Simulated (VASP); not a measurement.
Wanted: the native input for a VASP 6.6.1 run.

```
Task                   : single point
Functional             : PBE
Dispersion             : D3(BJ)
Potentials or basis    : VASP PAW PBE potentials, release 64 (C, O, H)
Cutoff                 : 520 eV
k mesh                 : 1 × 1 × 1
Occupations            : fermi-dirac, width 0.02 eV
Spin                   : no spin polarisation
Dipole correction      : no
Further INCAR settings : LREAL = Auto; ALGO = Normal; EDIFF = 1e-06; NBANDS = 64
```

The structure of H6C2O lies in POSCAR:

```
H6C2O
1.0
    7.5290720000      0.0000000000      0.0000000000
    0.0000000000      7.5290720000      0.0000000000
    0.0000000000      0.0000000000      7.5290720000
C O H
8 4 24
Direct
    0.3076341945      0.6362138654      0.6077774260
    0.4955325172      0.5998348800      0.6446611216
    0.9344046650      0.4768582370      0.2133463460
    0.8696158039      0.6389764901      0.3060270907
   -0.0636200584      0.8586981238      0.7621257972
    0.0777253824      0.9872531435      0.8316429966
    0.6315519363      0.1201077636      0.1630612644
    0.4963427100      0.2483174553      0.2705911167
    0.5182444795      0.4396823407      0.7592967633
    0.6965665888      0.7154268149      0.2533645581
   -0.0041306551      1.1013176657      0.9826841874
    0.3266803665      0.2682003838      0.2366559916
    0.6201959551      0.4848539103      0.8205526524
    0.5697116457      0.5644520334      0.5191343634
    0.5645317245      0.7070194043      0.6788353199
    0.2148604768      0.5346608453      0.6550608096
    0.2798884112      0.7654861051      0.6986119936
    0.3113265486      0.6844402604      0.4672554599
    0.7350706701      0.7598014735      0.1393531633
    0.8759246824      0.6108322513      0.4523399431
    0.9805059641      0.7564278838      0.3179940370
    1.0731202996      0.4775887387      0.1566062856
    0.9469294489      0.3511720966      0.3051239250
    0.8444732631      0.4539072013      0.0990427506
    0.0060830870      1.2310680519      0.9558150062
    0.2176629470      0.9534508370      0.9172179520
    0.1184740961      1.1013176657      0.7482197009
   -0.1295777222      0.7427342971      0.8466780501
   -0.1652926151      0.9483904524      0.7105789399
   -0.0108247072      0.7710379181      0.6542904624
    0.2912842380      0.1552382551      0.1697154709
    0.4890244110      0.2329902012      0.4210611879
    0.5514889484      0.3717855268      0.2482643279
    0.5466942008      0.1336818136      0.0411737330
    0.7805610041      0.1383171791      0.1518115380
    0.6239547185     -0.0153936634      0.1709905284
```

One way to write it, as run:

INCAR

```
PREC     = Accurate       # precision mode
ENCUT    = 520            # plane-wave cutoff, eV
EDIFF    = 1E-6           # SCF threshold, eV
ISMEAR   = -1             # smearing method
SIGMA    = 0.02           # smearing width, eV
LREAL    = Auto         
LASPH    = True           # aspherical terms in the spheres
NELM     = 80             # most SCF steps
ALGO     = Normal         # electronic algorithm
ISIF     = 2              # what is computed and relaxed
LWAVE    = False          # write WAVECAR
LCHARG   = True           # write CHGCAR
GGA      = PE             # functional
IVDW     = 12             # dispersion correction
LELF     = True           # ELF
LVHAR    = True         
NBANDS   = 64             # bands
```

KPOINTS

```
regular mesh
0
Gamma
  1 1 1
```

Potentials or basis: VASP PAW PBE potentials, release 64 (C, O, H).

Launch:

```console
$ cat potpaw_PBE.64/C/POTCAR potpaw_PBE.64/O/POTCAR potpaw_PBE.64/H/POTCAR > POTCAR
$ mpirun -np 1 vasp_gam > vasp.out
```

It gave:

```json
{
  "Pressure": "-1.0 GPa",
  "Largest force": "7.269 eV/Å",
  "Band gap on the k mesh": "3.77 eV",
  "Dispersion energy per atom": "-0.034 eV"
}
```

Caveat: the k points lie up to 0.83 Å⁻¹ apart.

It took 54 s on 1 thread of Intel(R) Xeon(R) Platinum 8488C (Sapphire Rapids), on a shared host, peak memory 0.38 GiB.
